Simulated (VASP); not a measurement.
# AlN in VASP: further runs

The runs below take AlN through single point, with PBEsol.

All numbers are computed with VASP 6.6.1; they aren't measurements. Logs are shortened: lines on timing, memory, paths and dates and some standing lists are left out, and cuts for length are marked.

### 1 The cell of the first run

It takes space group P2_1 (No. 4, monoclinic). The conventional cell has a = 3.114 Å, b = 4.983 Å, c = 3.114 Å, α = 90.00°, β = 120.00°, γ = 90.00°. Within 2.4 Å of Al (site symmetry 1) lie 4 N at 1.79 to 1.94 Å. Within 2.4 Å of N (site symmetry 1) lie 4 Al at 1.79 to 1.94 Å.

### 2 Single point, PBEsol (atoms displaced along a vibrational mode)

INCAR

```
PREC = Accurate
ENCUT = 520
EDIFF = 1E-7
ISMEAR = 0
SIGMA = 0.05
LREAL = False
LASPH = True
NELM = 100
ALGO = Normal
ISIF = 2
LWAVE = False
LCHARG = False
GGA = PS
NBANDS = 26
```

KPOINTS

```
Automatic mesh
0
Gamma
  8 8 8
```

POSCAR

```
AlN
1.0
   -3.1135599857      0.0000000000      0.0000000000
    0.0000000000      5.3928440876      0.0000000000
    1.5567799928     -2.6964220438     -4.9833504711
Al N
4 4
Direct
    1.0048946319      0.3385941251      0.9984838769
    0.5048946319      0.8385941251      0.9984838769
    0.2435892451      0.9098897518      0.4984838769
    0.7435892451      0.4098897518      0.4984838769
    0.8032108350      0.1545743361      0.6165216865
    0.3032108350      0.6545743361      0.6165216865
    0.0633108515      0.7119473504      0.1165216865
    0.5633108515      0.2119473504      0.1165216865
```

Potentials or basis: VASP PAW PBE potentials, release 64 (Al, N).

Run with:

```bash
$ cat potpaw_PBE.64/Al/POTCAR potpaw_PBE.64/N/POTCAR > POTCAR
$ mpirun -np 1 vasp_std > vasp.out
```

OUTCAR:

```text
PREC = Accurate
   ENCUT = 520
   EDIFF = 1E-7
   ISMEAR = 0
   LREAL = False
   LASPH = True
   NELM = 100
   ISIF = 2
   GGA = PS

 ion  position               nearest neighbor table
   1  0.005  0.339  0.998-   7 1.79   5 1.90   8 1.94   8 1.94   3 3.04   4 3.04   3 3.07   4 3.07
                             4 3.11   3 3.11   2 3.11   2 3.11   2 3.11   2 3.11
   2  0.505  0.839  0.998-   8 1.79   6 1.90   7 1.94   7 1.94   4 3.04   3 3.04   4 3.07   3 3.07
                             3 3.11   4 3.11   1 3.11   1 3.11   1 3.11   1 3.11
   3  0.244  0.910  0.498-   6 1.79   7 1.90   5 1.94   5 1.94   1 3.04   2 3.04   1 3.07   2 3.07
                             2 3.11   1 3.11   4 3.11   4 3.11   4 3.11   4 3.11
   4  0.744  0.410  0.498-   5 1.79   8 1.90   6 1.94   6 1.94   2 3.04   1 3.04   2 3.07   1 3.07
                             1 3.11   2 3.11   3 3.11   3 3.11   3 3.11   3 3.11
   5  0.803  0.155  0.617-   4 1.79   1 1.90   3 1.94   3 1.94
   6  0.303  0.655  0.617-   3 1.79   2 1.90   4 1.94   4 1.94
   7  0.063  0.712  0.117-   1 1.79   3 1.90   2 1.94   2 1.94
   8  0.563  0.212  0.117-   2 1.79   4 1.90   1 1.94   1 1.94

  LATTYP: Found a body centered orthorhombic cell.
 ALAT       =     3.1135599857
 B/A-ratio  =     1.7320508076
 C/A-ratio  =     3.2010627667

  Lattice vectors:

 A1 = (  -1.5567799928,   2.6964220438,   4.9833504711)
 A2 = (   1.5567799929,  -2.6964220438,   4.9833504711)
 A3 = (   1.5567799928,   2.6964220438,  -4.9833504711)

Analysis of symmetry for initial positions (statically):
=====================================================================
 Subroutine PRICEL returns following result:

  LATTYP: Found a hexagonal cell.
 ALAT       =     3.1135599857
 C/A-ratio  =     1.6005313834

  Lattice vectors:

 A1 = (   3.1135599857,  -0.0000000000,   0.0000000000)
 A2 = (  -1.5567799929,  -2.6964220438,   0.0000000000)
 A3 = (  -0.0000000000,   0.0000000000,  -4.9833504711)

   2 primitive cells build up your supercell.

 Routine SETGRP: Setting up the symmetry group for a
 body centered orthorhombic supercell.

 Subroutine GETGRP returns: Found  2 space group operations
 (whereof  1 operations were pure point group operations)
 out of a pool of  8 trial point group operations.

The static configuration has the point symmetry C_1 .
 The point group associated with its full space group is C_2 .

Analysis of symmetry for dynamics (positions and initial velocities):
=====================================================================
 Subroutine PRICEL returns following result:

  LATTYP: Found a hexagonal cell.
 ALAT       =     3.1135599857
 C/A-ratio  =     1.6005313834

  Lattice vectors:

 A1 = (   3.1135599857,  -0.0000000000,   0.0000000000)
 A2 = (  -1.5567799929,  -2.6964220438,   0.0000000000)
 A3 = (  -0.0000000000,   0.0000000000,  -4.9833504711)

   2 primitive cells build up your supercell.

 Routine SETGRP: Setting up the symmetry group for a
 body centered orthorhombic supercell.

 Subroutine GETGRP returns: Found  2 space group operations
 (whereof  1 operations were pure point group operations)
 out of a pool of  8 trial point group operations.

The dynamic configuration has the point symmetry C_1 .
 The point group associated with its full space group is C_2 .

 Subroutine INISYM returns: Found  2 space group operations
 (whereof  1 operations are pure point group operations),
 and found     2 'primitive' translations

----------------------------------------------------------------------------------------

                                     Primitive cell

  volume of cell :      41.8376

  direct lattice vectors                    reciprocal lattice vectors
     3.113559986 -0.000000000  0.000000000     0.321175762 -0.185430912 -0.000000000
    -1.556779993 -2.696422044  0.000000000    -0.000000000 -0.370861825 -0.000000000
    -0.000000000  0.000000000 -4.983350471     0.000000000  0.000000000 -0.200668206

  length of vectors
     3.113559986  3.113559986  4.983350471     0.370861825  0.370861825  0.200668206

  position of ions in fractional coordinates (direct lattice)
     0.654995120  0.321295627  0.998483877
     0.345004880  0.678704373  0.498483877
     0.658736515  0.307373014  0.616521687
     0.341263485  0.692626986  0.116521687

  ion indices of the primitive-cell ions
   primitive index   ion index
                 1           1
                 2           4
                 3           5
                 4           7

----------------------------------------------------------------------------------------

 KPOINTS: Automatic mesh

Automatic generation of k-mesh.
 Grid dimensions read from file:
 generate k-points for:    8    8    8

 Generating k-lattice:

  Cartesian coordinates                     Fractional coordinates (reciprocal lattice)
    -0.040146970  0.000000000 -0.012541763     0.125000000  0.000000000  0.000000000
     0.000000000  0.023178864 -0.012541763     0.000000000  0.125000000  0.000000000
     0.000000000  0.000000000 -0.025083526     0.000000000  0.000000000  0.125000000

  Length of vectors
     0.042060374  0.026354422  0.025083526

  Shift w.r.t. Gamma in fractional coordinates (k-lattice)
     0.000000000  0.000000000  0.000000000

 Subroutine IBZKPT returns following result:
 ===========================================

 Found    150 irreducible k-points:

 Following reciprocal coordinates:
            Coordinates               Weight
  0.000000  0.000000  0.000000      1.000000
  0.125000  0.000000  0.000000      4.000000
  0.250000  0.000000  0.000000      4.000000
  0.375000  0.000000  0.000000      4.000000
  0.500000  0.000000  0.000000      2.000000
  0.000000  0.125000  0.000000      4.000000
[... 16 lines left out ...]
  0.125000 -0.250000 -0.125000      4.000000
  0.250000  0.250000  0.000000      4.000000
 [... further k-points ...]
   k-points           NKPTS =    150   k-points in BZ     NKDIM =    150   number of bands    NBANDS=     26
   number of dos      NEDOS =    301   number of ions     NIONS =      8
   total plane-waves  NPLWV =  46080
   dimension x,y,z NGX =    24 NGY =   40 NGZ =   48
   dimension x,y,z NGXF=    48 NGYF=   80 NGZF=   96
   ions per type =               4   4
   NGX,Y,Z   is equivalent  to a cutoff of  12.81, 12.33, 13.58 a.u.
   NGXF,Y,Z  is equivalent  to a cutoff of  25.63, 24.66, 27.16 a.u.
 SYSTEM =  unknown system
   PREC   = accura    normal or accurate (medium, high low for compatibility)
   ISTART =      0    job   : 0-new  1-cont  2-samecut
   ICHARG =      2    charge: 1-file 2-atom 10-const
   ISPIN  =      1    spin polarized calculation?
   LNONCOLLINEAR =      F non collinear calculations
   LSORBIT =      F    spin-orbit coupling
   LASPH  =      T    aspherical Exc in radial PAW
   ENCUT  =  520.0 eV  38.22 Ry    6.18 a.u.   5.79 10.03 10.93*2*pi/ulx,y,z
   NELM   =    100;   NELMIN=  2; NELMDL= -5     # of ELM steps
   EDIFF  = 0.1E-06   stopping-criterion for ELM
   LREAL  =      F    real-space projection
   EDIFFG = 0.1E-05   stopping-criterion for IOM
   NSW    =      0    number of steps for IOM
   IBRION =     -1    ionic relax: 0-MD 1-quasi-New 2-CG
   NFREE  =      0    steps in history (QN), initial steepest desc. (CG)
   ISIF   =      2    stress and relaxation
   ISYM   =      2    0-nonsym 1-usesym 2-fastsym
   POTIM  = 0.5000    time-step for ionic-motion
   TEBEG  =    0.0;   TEEND  =   0.0 temperature during run
   PSTRESS=    0.0 pullay stress
   NELECT =      32.0000    total number of electrons
   NUPDOWN=      -1.0000    fix difference up-down
   EMIN   =  10.00;   EMAX   =-10.00  energy-range for DOS
   EFERMI =   0.00;   METHOD = LEGACY
   ISMEAR =     0;   SIGMA  =   0.05  broadening in eV -4-tet -1-fermi 0-gaus
   EFERMI_NEDOS =   21; number of points for ismear=-14 and -15
   IALGO  =     38    algorithm
   IMIX   =      4    mixing-type and parameters
     AMIX     =   0.40;   BMIX     =  1.00
     AMIX_MAG =   1.60;   BMIX_MAG =  1.00
  volume/ion in A,a.u.               =      10.46        70.58
  Fermi-wavevector in a.u.,A,eV,Ry     =   1.188300  2.245561 19.212190  1.412056
  Thomas-Fermi vector in A             =   2.324432
   LORBIT       =      0    0 simple, 1 ext, 2 COOP (PROOUT), +10 PAW based schemes
   GGA     = PS    functional components
   LHFCALC =     F    Hartree Fock is set to
   AEXX    =    0.0000 exact exchange contribution
   IVDW    =     0    specifies the selected vdW correction
   LEPSILON=     F    determine dielectric tensor
   LRPA    =     F    only Hartree local field effects (RPA)
 non-spin polarized calculation
 Gauss-broadening in eV      SIGMA  =   0.05
  energy-cutoff  :      520.00
  volume of cell :       83.68
 maximum number of plane-waves:      2272
   NGX = 11   NGY = 21   NGZ = 21

 number of electron      32.0000000 magnetization

 Free energy of the ion-electron system (eV)
  ---------------------------------------------------
  ext. energy  EPLUGINS =         0.00000000
  ---------------------------------------------------
  free energy    TOTEN  =       -62.27239164 eV

  energy without entropy =      -62.27239164  energy(sigma->0) =      -62.27239164

 E-fermi :   6.3157     XC(G=0): -11.0976

 val. band max:        6.0582095125   @ k =   0.0000   0.0000   0.0000
 cond. band min:      10.1381436049   @ k =   0.0000   0.0000   0.0000
 fundamental gap:      4.0799340924
 Fermi energy:         6.3156904866

 k-point     1 :       0.0000    0.0000    0.0000
  band No.  band energies     occupation
      1      -9.1188      2.00000
      2      -6.9393      2.00000
      3      -6.7351      2.00000
      4      -6.7351      2.00000
      5      -0.0065      2.00000
      6       0.2632      2.00000
[... 18 lines left out ...]
     25      17.5798      0.00000
     26      17.6030      0.00000

 k-point     2 :       0.1250    0.0000    0.0000
  band No.  band energies     occupation
      1      -8.9562      2.00000
      2      -6.8830      2.00000
      3      -6.7183      2.00000
      4      -6.6503      2.00000
      5       0.2199      2.00000
      6       0.3896      2.00000
[... 18 lines left out ...]
     25      16.8853      0.00000
     26      17.4095      0.00000

 k-point     3 :       0.2500    0.0000    0.0000
  band No.  band energies     occupation
      1      -8.4945      2.00000
      2      -6.7310      2.00000
      3      -6.5998      2.00000
      4      -6.5654      2.00000
      5       0.8245      2.00000
      6       0.8984      2.00000
[... 18 lines left out ...]
     25      17.2559      0.00000
     26      17.4451      0.00000

 k-point     4 :       0.3750    0.0000    0.0000
  band No.  band energies     occupation
      1      -7.8260      2.00000
      2      -6.6787      2.00000
      3      -6.5444      2.00000
      4      -6.4623      2.00000
      5       1.3054      2.00000
      6       1.3868      2.00000
[... 18 lines left out ...]
     25      16.8355      0.00000
     26      16.9504      0.00000
[... 496 lines left out ...]
      1      -8.6447      2.00000
      2      -7.2371      2.00000
      3      -6.9889      2.00000
      4      -6.6400      2.00000
      5       0.7888      2.00000
      6       0.8020      2.00000
[... 18 lines left out ...]
     25      16.6722      0.00000
     26      17.5275      0.00000

 k-point    23 :       0.1250   -0.2500   -0.1250
  band No.  band energies     occupation
      1      -8.6454      2.00000
      2      -7.2347      2.00000
      3      -6.9870      2.00000
      4      -6.6435      2.00000
      5       0.7896      2.00000
      6       0.7997      2.00000
[... 18 lines left out ...]
     25      16.6837      0.00000
     26      17.4665      0.00000

 k-point    24 :       0.2500    0.2500    0.0000
  band No.  band energies     occupation
      1      -8.1584      2.00000
      2      -7.0892      2.00000
      3      -6.8986      2.00000
      4      -6.4676      2.00000
      5       1.1368      2.00000
      6       1.2519      2.00000
[... 18 lines left out ...]
     25      17.0352      0.00000
     26      17.0522      0.00000

 [... further k-points ...]

------------------------ aborting loop because EDIFF is reached ----------------------------------------

  FORCE on cell =-STRESS in cart. coord.  units (eV):
  Direction    XX          YY          ZZ          XY          YZ          ZX
  --------------------------------------------------------------------------------------
  -------------------------------------------------------------------------------------
  Total       -3.5504975      5.8149704      0.3899451     -0.0667869      0.0000000      0.0000000
  in kB      -67.9834591    111.3426518      7.4665078     -1.2788074      0.0000000      0.0000000
  external PRESSURE =      16.9419002 kB  Pullay stress =       0.0000000 kB

 VOLUME and BASIS-vectors are now :
 -----------------------------------------------------------------------------
  energy-cutoff  :      520.00
  volume of cell :       83.68
      direct lattice vectors                 reciprocal lattice vectors
    -3.113559986  0.000000000  0.000000000    -0.321175762  0.000000000 -0.100334103
     0.000000000  5.392844088  0.000000000     0.000000000  0.185430912 -0.100334103
     1.556779993 -2.696422044 -4.983350471     0.000000000  0.000000000 -0.200668206

 POSITION                                       TOTAL-FORCE (eV/Angst)
 -----------------------------------------------------------------------------------
      1.53918     -0.86635     -4.97580         0.085824     -1.684325      0.185714
     -0.01760      1.83007     -4.97580         0.085824     -1.684325      0.185714
      0.01760      3.56277     -2.48412        -0.085824      1.684325      0.185714
     -1.53918      0.86635     -2.48412        -0.085824      1.684325      0.185714
     -1.54106     -0.82881     -3.07234        -0.046572     -1.866701     -0.185714
      0.01572      1.86761     -3.07234        -0.046572     -1.866701     -0.185714
     -0.01572      3.52523     -0.58067         0.046572      1.866701     -0.185714
     -1.57250      0.82881     -0.58067         0.046572      1.866701     -0.185714
 -----------------------------------------------------------------------------------
    total drift:                                0.000000      0.000005      0.000753

  FREE ENERGIE OF THE ION-ELECTRON SYSTEM (eV)
  ---------------------------------------------------
  free  energy   TOTEN  =       -62.2723916440 eV

  energy  without entropy=      -62.2723916440  energy(sigma->0) =      -62.27239164
```

Wall time 3.9 min (1 thread of Intel Xeon Platinum 8488C (Sapphire Rapids), shared host); peak memory 0.36 GiB.

Results:

- Free energy: -62.2724 eV
- Pressure: 1.7 GPa
- Largest force: 1.876 eV/Å
- Band gap on the k mesh: 4.08 eV

Forces on the atoms (eV/Å):
```
Al   0.086 -1.684  0.186
Al   0.086 -1.684  0.186
Al  -0.086  1.684  0.186
Al  -0.086  1.684  0.186
N   -0.047 -1.867 -0.186
N   -0.047 -1.867 -0.186
N    0.047  1.867 -0.186
N    0.047  1.867 -0.186
```

Caveat: the cell differs from its parent crystal (atoms displaced along a vibrational mode); the PAW data sets were made with another functional, which shifts forces and pressure a little. A k mesh can miss the band edges.

(Continued in part 2 of 3.)
